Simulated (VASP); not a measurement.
# Mg16HO15 (a cell with a defect) in VASP: electric field gradients with PBE

Aim: the electric field gradients of Mg16HO15 (a cell with a defect) with PBE.

Everything below comes from runs of VASP 6.6.1. Logs are shortened: lines on timing, memory, paths and dates and some standing lists are left out, and cuts for length are marked.

## 1. The cell of the first run

The cell holds a defect, 32 atoms: a = 7.369 Å, b = 7.369 Å, c = 7.369 Å, α = 109.47°, β = 109.47°, γ = 109.47°.

## 2. Electric field gradients, PBE, collinear spin

File INCAR:

```
PREC = Accurate
ENCUT = 520
EDIFF = 1E-8
ISMEAR = -1
SIGMA = 0.01
LREAL = Auto
LASPH = T
NELM = 150
ALGO = Normal
ISIF = 2
LWAVE = F
LCHARG = F
ISPIN = 2
MAGMOM = 0 0 0 0 0 0.03 0.03 0 0 0 0 0.03 0 0 0 0 0.01 0.04 0.01 0.01 0.01 0.01 0.04 0.04 0.01 0.01 0.01 0.01 0.01 0.01 0.01 0.08
LORBIT = 11
NUPDOWN = 1.0
GGA = PE
LEFG = T
NBANDS = 88
```

File KPOINTS:

```
Automatic mesh
0
Gamma
  2 2 2
  0.5 0.5 0.5
```

File POSCAR:

```
Mg16HO15
1.0
   -4.2543812303      4.2543812303      4.2543812303
    4.2543812303     -4.2543812303      4.2543812303
    4.2543812303      4.2543812303     -4.2543812303
Mg O H
16 15 1
Direct
   -0.0024800243      0.0008301317     -0.0002046475
   -0.0025496340      0.2496376690      0.7508331386
   -0.0020493252      0.5005422703      0.4994674572
   -0.0025739497      0.7519355920      0.2486872108
    0.2482686819      0.0027632959      0.7503228250
    0.2393653836      0.2500382174      0.4995286856
    0.2392680275      0.5005480312      0.2489299232
    0.2482360326      0.7513586818      0.0016905504
    0.4972627837      0.0002926356      0.4994928840
    0.5035045980      0.2459803966      0.2449536426
    0.4972185880      0.5005011938     -0.0008272870
    0.4897904213      0.7511719239      0.7501148495
    0.7461202450     -0.0017121008      0.2481940624
    0.7461458431      0.2492408106     -0.0027089122
    0.7579244810      0.5005700463      0.7539586740
    0.7577615551      0.7549080315      0.4994680157
   -0.0024164358      0.0015097339      0.4994809382
   -0.0156270327      0.2419276600      0.2408635871
   -0.0024006334      0.5005751859      0.0004835387
    0.0059259832      0.7568697943      0.7558149337
    0.2505580856      0.0056041274      0.2517030021
    0.2505533966      0.2527702259      0.0045184932
    0.2429354529      0.5006192138      0.7582584989
    0.2428836244      0.7592799907      0.4995543828
    0.4966177937     -0.0004208729     -0.0014459501
    0.4982872403      0.2533600472      0.7472192841
    0.4983459698      0.7483132578      0.2523861137
    0.7455416527     -0.0044619993      0.7467483876
    0.7497273033      0.2441118490      0.4994938695
    0.7497272402      0.5005051808      0.2430731742
    0.7455160779      0.7477631591     -0.0055126892
    0.5803705579      0.5001455747      0.4993141943
```

Potentials or basis: VASP PAW PBE potentials, release 64 (Mg, O, H).

Command:

```console
$ cat potpaw_PBE.64/Mg/POTCAR potpaw_PBE.64/O/POTCAR potpaw_PBE.64/H/POTCAR > POTCAR
$ mpirun -np 1 vasp_std > vasp.out
```

OUTCAR:

```text
PREC = Accurate
   ENCUT = 520
   EDIFF = 1E-8
   ISMEAR = -1
   LREAL = Auto
   LASPH = T
   NELM = 150
   ISIF = 2
   ISPIN = 2
   LORBIT = 11
   NUPDOWN = 1.0
   GGA = PE

 ion  position               nearest neighbor table
   1  0.998  0.001  1.000-  18 2.11  20 2.11  28 2.13  31 2.13  21 2.13  22 2.13   2 2.99   4 2.99
                            14 3.01  13 3.01   7 3.01   6 3.01   8 3.01   5 3.01  15 3.01  16 3.01
   2  0.997  0.250  0.751-  23 2.08  29 2.10  17 2.13  19 2.13  28 2.14  22 2.14  15 2.95   6 2.97
                            16 2.98   5 2.99   1 2.99  14 2.99   7 3.00  11 3.01   9 3.01   8 3.02
   3  0.998  0.501  0.499-  24 2.14  18 2.14  23 2.14  30 2.15  29 2.15  20 2.15  12 2.96   7 2.96
                             6 2.96  10 2.98  15 2.98  16 2.98   4 3.02  14 3.02   5 3.02   8 3.02
   4  0.997  0.752  0.249-  24 2.08  30 2.10  19 2.13  17 2.13  31 2.14  21 2.14  16 2.95   7 2.97
                            15 2.98  13 2.99   1 2.99   8 3.00   6 3.00   9 3.01  11 3.01   5 3.02
   5  0.248  0.003  0.750-  24 2.08  20 2.10  25 2.13  17 2.13  22 2.14  26 2.14  16 2.95  12 2.97
                            10 2.98   2 2.99  11 2.99  14 3.00   6 3.00   9 3.01   1 3.01   4 3.02
   6  0.239  0.250  0.500-  17 2.09  26 2.14  21 2.14  18 2.15  23 2.15   3 2.96   2 2.97  13 2.97
                             5 3.00   4 3.00  11 3.01   1 3.01   7 3.01  12 3.02   9 3.05  15 3.12
   7  0.239  0.501  0.249-  19 2.09  27 2.14  22 2.14  18 2.15  24 2.15   3 2.96  14 2.97   4 2.97
                             8 3.00   2 3.00   1 3.01   9 3.01   6 3.01  12 3.02  11 3.05  16 3.12
   8  0.248  0.751  0.002-  23 2.08  20 2.10  25 2.13  19 2.13  21 2.14  27 2.14  15 2.95  12 2.97
                            10 2.98   9 3.00   4 3.00  13 3.00   7 3.00  11 3.01   1 3.01   2 3.02
   9  0.497  0.000  0.499-  24 2.11  29 2.11  26 2.13  21 2.13  27 2.13  28 2.13  14 3.00   8 3.00
[... 15 lines left out ...]
  17  0.998  0.002  0.499-  16 2.07   6 2.09  13 2.13   2 2.13   4 2.13   5 2.13
  18  0.984  0.242  0.241-  14 2.08  13 2.08   1 2.11   3 2.14   7 2.15   6 2.15
  19  0.998  0.501  0.000-  15 2.07   7 2.09  14 2.13   4 2.13   8 2.13   2 2.13
  20  0.006  0.757  0.756-   8 2.10   5 2.10   1 2.11  15 2.14  16 2.14   3 2.15
  21  0.251  0.006  0.252-   9 2.13   1 2.13  10 2.13   8 2.14   6 2.14   4 2.14
  22  0.251  0.253  0.005-  11 2.13   1 2.13  10 2.13   5 2.14   2 2.14   7 2.14
  23  0.243  0.501  0.758-   8 2.08   2 2.08  11 2.11   3 2.14  12 2.15   6 2.15
  24  0.243  0.759  0.500-   5 2.08   4 2.08   9 2.11   3 2.14  12 2.15   7 2.15
  25  0.497  1.000  0.999-  10 2.07  12 2.09   8 2.13   5 2.13  13 2.13  14 2.13
  26  0.498  0.253  0.747-   9 2.13  11 2.13  15 2.13  14 2.14   6 2.14   5 2.14
  27  0.498  0.748  0.252-  11 2.13   9 2.13  16 2.13  13 2.14   7 2.14   8 2.14
  28  0.746  0.996  0.747-   1 2.13   9 2.13  16 2.13   2 2.14  14 2.14  12 2.14
  29  0.750  0.244  0.499-  13 2.10   2 2.10   9 2.11  10 2.14  15 2.14   3 2.15
  30  0.750  0.501  0.243-  14 2.10   4 2.10  11 2.11  10 2.14  16 2.14   3 2.15
  31  0.746  0.748  0.994-   1 2.13  11 2.13  15 2.13   4 2.14  13 2.14  12 2.14
  32  0.580  0.500  0.499-  10 1.89  15 1.89  16 1.90

  LATTYP: Found a body centered cubic cell.
 ALAT       =     8.5087624606

  Lattice vectors:

 A1 = (  -4.2543812303,   4.2543812303,   4.2543812303)
 A2 = (   4.2543812303,  -4.2543812303,   4.2543812303)
 A3 = (   4.2543812303,   4.2543812303,  -4.2543812303)

Analysis of symmetry for initial positions (statically):
=====================================================================
 Subroutine PRICEL returns:
 Original cell was already a primitive cell.

 Routine SETGRP: Setting up the symmetry group for a
 body centered cubic supercell.

 Subroutine GETGRP returns: Found  1 space group operations
 (whereof  1 operations were pure point group operations)
 out of a pool of 48 trial point group operations.

The static configuration has the point symmetry C_1 .

Analysis of symmetry for dynamics (positions and initial velocities):
=====================================================================
 Subroutine PRICEL returns:
 Original cell was already a primitive cell.

 Routine SETGRP: Setting up the symmetry group for a
 body centered cubic supercell.

 Subroutine GETGRP returns: Found  1 space group operations
 (whereof  1 operations were pure point group operations)
 out of a pool of 48 trial point group operations.

The dynamic configuration has the point symmetry C_1 .

Analysis of structural, dynamic, and magnetic symmetry:
=====================================================================
 Subroutine PRICEL returns:
 Original cell was already a primitive cell.

 Routine SETGRP: Setting up the symmetry group for a
 body centered cubic supercell.

 Subroutine GETGRP returns: Found  1 space group operations
 (whereof  1 operations were pure point group operations)
 out of a pool of 48 trial point group operations.

The overall configuration has the point symmetry C_1 .

 Subroutine INISYM returns: Found  1 space group operations
[... 183 lines left out ...]

 E-fermi :   2.9525     XC(G=0): -10.8542

 val. band max:        7.4110692151   @ k =   0.2500   0.2500   0.2500
 cond. band min:       8.1536058955   @ k =  -0.2500   0.2500   0.2500
 fundamental gap:      0.7425366804
 Fermi energy:         7.6717853089

 spin component 1

 k-point     1 :       0.2500    0.2500    0.2500
  band No.  band energies     occupation
      1     -13.7698      1.00000
      2     -13.7696      1.00000
      3     -13.7509      1.00000
      4     -13.5258      1.00000
      5     -13.0512      1.00000
      6     -13.0508      1.00000
[... 293 lines left out ...]
     72      12.0024      0.00000
     73      12.0684      0.00000
 Fermi energy:         2.9524975926

 spin component 2

 k-point     1 :       0.2500    0.2500    0.2500
  band No.  band energies     occupation
      1     -13.7534      1.00000
      2     -13.7532      1.00000
      3     -13.7261      1.00000
      4     -13.4998      1.00000
      5     -13.0402      1.00000
      6     -13.0398      1.00000
[... 293 lines left out ...]
     72      12.0659      0.00000
     73      12.1443      0.00000
 [bands above 73 left out]

------------------------ aborting loop because EDIFF is reached ----------------------------------------

  FORCE on cell =-STRESS in cart. coord.  units (eV):
  Direction    XX          YY          ZZ          XY          YZ          ZX
  --------------------------------------------------------------------------------------
  -------------------------------------------------------------------------------------
  Total        4.2696023      4.2421262      4.2014798     -2.3654634      2.3420094     -2.3539706
  in kB       22.2089896     22.0660684     21.8546399    -12.3043198     12.1823202    -12.2445381
  external PRESSURE =      22.0432326 kB  Pullay stress =       0.0000000 kB

 VOLUME and BASIS-vectors are now :
 -----------------------------------------------------------------------------
  energy-cutoff  :      520.00
  volume of cell :      308.01
      direct lattice vectors                 reciprocal lattice vectors
    -4.254381230  4.254381230  4.254381230     0.000000000  0.117525904  0.117525904
     4.254381230 -4.254381230  4.254381230     0.117525904  0.000000000  0.117525904
     4.254381230  4.254381230 -4.254381230     0.117525904  0.117525904  0.000000000

 POSITION                                       TOTAL-FORCE (eV/Angst)
 -----------------------------------------------------------------------------------
      0.01321      8.49381     -0.00615        -0.006809      0.000946      0.001787
      0.01285      6.37581      2.11126         0.002918     -0.002830     -0.009744
      0.00876      4.24109      4.25024         0.011586     -0.009563     -0.011802
      0.01360      2.10242      6.38444        -0.000962     -0.010587     -0.000259
      2.14769      4.23663     -2.12417         0.011173     -0.000860     -0.004533
      2.17059      2.07978     -0.04308        -0.025720      0.024182     -0.105660
[... 24 lines left out ...]
      4.24049      4.22137      2.12205        -0.038047     -0.033659     -0.003222
      1.78297      2.46558      2.47265         0.040297     -0.041011     -0.035987
 -----------------------------------------------------------------------------------
    total drift:                               -0.006512      0.004195     -0.000619

  FREE ENERGIE OF THE ION-ELECTRON SYSTEM (eV)
  ---------------------------------------------------
  free  energy   TOTEN  =      -181.2258012753 eV

  energy  without entropy=     -181.2258012753  energy(sigma->0) =     -181.22580128

 Electric field gradients (V/A^2)
---------------------------------------------------------------------
 ion       V_xx      V_yy      V_zz      V_xy      V_xz      V_yz
---------------------------------------------------------------------
   1      -1.934     0.949     0.984     0.447     0.445    -0.359
   2       1.586     0.331    -1.917    -0.467    -0.612    -0.252
   3       0.012    -0.002    -0.011    -0.759    -0.757     0.761
   4       1.560    -1.934     0.374    -0.610    -0.468    -0.249
   5      -1.994     1.576     0.417    -0.610     0.250     0.464
   6      -0.436    -0.528     0.963     0.594    -3.135     3.111
[... 24 lines left out ...]
  31       3.060     3.304    -6.363     6.279    -3.077     2.744
  32       0.010     0.004    -0.014     2.632     2.618    -2.605
---------------------------------------------------------------------

 Electric field gradients after diagonalization (V/A^2)
 (convention: |V_zz| > |V_xx| > |V_yy|)
----------------------------------------------------------------------
 ion       V_xx      V_yy      V_zz     asymmetry (V_yy - V_xx)/ V_zz
----------------------------------------------------------------------
   1       1.326     0.756    -2.082       0.274
   2       1.811     0.256    -2.066       0.753
   3      -0.767    -0.750     1.517       0.011
   4       1.790     0.291    -2.081       0.721
   5       1.805     0.331    -2.137       0.690
   6       4.477     0.113    -4.589       0.951
[... 24 lines left out ...]
  31      -9.162    -0.303     9.465       0.936
  32       2.641     2.596    -5.237       0.009
----------------------------------------------------------------------

           NMR quadrupolar parameters

 Cq : quadrupolar parameter    Cq=e*Q*V_zz/h
 eta: asymmetry parameters     (V_yy - V_xx)/ V_zz
 Q  : nuclear electric quadrupole moment in mb (millibarn)
----------------------------------------------------------------------
 ion       Cq(MHz)       eta       Q (mb)
----------------------------------------------------------------------
   1      -0.005       0.274       1.000
   2      -0.005       0.753       1.000
   3       0.004       0.011       1.000
   4      -0.005       0.721       1.000
   5      -0.005       0.690       1.000
   6      -0.011       0.951       1.000
[... 24 lines left out ...]
  31       0.023       0.936       1.000
  32      -0.013       0.009       1.000
----------------------------------------------------------------------

 total charge

# of ion       s       p       d       tot
------------------------------------------
    1        0.146   0.172   0.075   0.392
    2        0.148   0.174   0.076   0.398
    3        0.144   0.164   0.070   0.377
    4        0.148   0.174   0.076   0.398
    5        0.148   0.174   0.076   0.398
    6        0.159   0.164   0.065   0.388
[... 24 lines left out ...]
   31        1.543   3.534   0.000   5.077
   32        0.590   0.008   0.000   0.598
--------------------------------------------------
tot         26.158  55.851   1.163  83.172

 magnetization (x)

# of ion       s       p       d       tot
------------------------------------------
    1        0.001   0.000   0.000   0.001
    2        0.002   0.001   0.000   0.003
    3        0.002   0.000   0.000   0.002
    4        0.002   0.001   0.000   0.003
    5        0.002   0.001   0.000   0.003
    6        0.024   0.015   0.004   0.043
[... 24 lines left out ...]
   31        0.002   0.004   0.000   0.006
   32        0.032   0.005   0.000   0.036
--------------------------------------------------
tot          0.180   0.191   0.019   0.390
```

It took 18 min on 1 thread of Oxide Virtual Turin-like, shared host; peak memory 0.58 GiB.

Results:

* Free energy: -181.2258 eV
* Pressure: 2.2 GPa
* Largest force: 0.125 eV/Å
* Net moment: 1.00 μB per cell
* Site moments: Mg +0.00, +0.04, +0.01 (each value once); O +0.01, +0.03 (each value once); H +0.04 μB
* Largest electric field gradient by atom: Mg -2.1, +1.5, -4.6, -4.9, -2.0, -4.8 (each value once); O +6.6, -3.0, -6.4, +9.4, +9.5, -3.1, -3.2, +6.7, -6.6, -6.5 (each value once); H -5.2 V/Å²
* Valence electrons inside the program's atomic spheres: Mg 0.39, 0.40, 0.38 (each value once); O 5.10, 5.09, 5.08 (each value once); H 0.60

Forces on the atoms (eV/Å):
```
Mg  -0.007  0.001  0.002
Mg   0.003 -0.003 -0.010
Mg   0.012 -0.010 -0.012
Mg  -0.001 -0.011  0.000
Mg   0.011 -0.001 -0.005
Mg  -0.026  0.024 -0.106
Mg  -0.025 -0.104  0.028
Mg   0.013 -0.001  0.000
Mg  -0.001  0.001  0.004
Mg  -0.068 -0.007 -0.007
Mg   0.001  0.007  0.002
Mg   0.104  0.027  0.027
Mg   0.001 -0.004 -0.007
Mg   0.000 -0.010 -0.003
Mg   0.005  0.072 -0.007
Mg   0.006 -0.003  0.073
O    0.011 -0.010  0.000
O    0.043  0.080  0.078
O    0.008  0.002 -0.009
O   -0.051 -0.042 -0.044
O    0.034 -0.002  0.036
O    0.034  0.038 -0.004
O   -0.086 -0.044  0.079
O   -0.083  0.080 -0.039
O   -0.004 -0.011 -0.007
O    0.003 -0.032  0.039
O    0.001  0.034 -0.034
O   -0.037 -0.006 -0.035
O    0.045 -0.044  0.049
O    0.051  0.050 -0.049
O   -0.038 -0.034 -0.003
H    0.040 -0.041 -0.036
```

Stress tensor (GPa, compression positive):
```
 2.22 -1.23 -1.22
-1.23  2.21  1.22
-1.22  1.22  2.19
```

Electric field gradients, principal values (V/Å²):
```tsv
atom	least	middle	greatest (by size)
1 Mg	0.756	1.326	-2.082
2 Mg	0.256	1.811	-2.066
3 Mg	-0.750	-0.767	1.517
4 Mg	0.291	1.790	-2.081
5 Mg	0.331	1.805	-2.137
6 Mg	0.113	4.477	-4.589
7 Mg	0.139	4.450	-4.589
8 Mg	0.353	1.778	-2.130
9 Mg	0.754	1.328	-2.082
10 Mg	1.626	3.305	-4.931
11 Mg	0.759	1.325	-2.084
12 Mg	0.179	4.419	-4.598
13 Mg	0.231	1.772	-2.003
14 Mg	0.221	1.792	-2.013
15 Mg	1.558	3.301	-4.859
16 Mg	1.499	3.292	-4.792
17 O	-0.223	-6.389	6.612
18 O	1.110	1.921	-3.031
19 O	-0.289	-6.342	6.632
20 O	1.148	5.261	-6.409
21 O	-0.288	-9.161	9.449
22 O	-0.287	-9.168	9.455
23 O	1.172	1.941	-3.113
24 O	1.198	1.953	-3.151
25 O	-0.420	-6.239	6.658
26 O	-0.278	-9.189	9.467
27 O	-0.286	-9.189	9.475
28 O	-0.298	-9.179	9.477
29 O	1.232	5.328	-6.560
30 O	1.202	5.295	-6.496
31 O	-0.303	-9.162	9.465
32 H	2.596	2.641	-5.237
```

Caveat: the k points lie up to 0.52 Å⁻¹ apart; without QUAD_EFG the Cq values of the log hold for a quadrupole moment of 1 mb, not for the nuclei; the total moment is fixed, so each spin has its own Fermi level and the state may be an excited one.
